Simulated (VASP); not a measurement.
Li: single point with PBEsol

The system is Li.

```
Li
1.0
    -1.58201    1.58201    1.58201
     1.58201   -1.58201    1.58201
     1.58201    1.58201   -1.58201
Li
1
Cartesian
  0.0000 0.0000 0.0000
```

- Program: VASP 6.6.1
- Task: single point
- Functional: PBEsol
- Potentials or basis: VASP PAW PBE potentials, release 64 (Li_sv)
- Cutoff: 520 eV
- k mesh: 11 × 11 × 11
- Occupations: methfessel-paxton, width 0.1 eV
- Spin: no spin polarisation

```
Band gap on the k mesh : zero (an odd number of electrons rules out a gap without spin polarisation)
```

Levels at points of the mesh, in eV from the Fermi level:
```csv
k point,band 1,band 2,band 3,band 4,band 5
"(0.00, 0.00, 0.00)",-45.52,-3.85,17.38,17.38,17.38
```

It took 3.9 s on 1 thread of Intel(R) Xeon(R) Platinum 8259CL CPU @ 2.50GHz (Skylake/Cascade Lake), with other jobs on the host, peak memory 0.12 GiB.
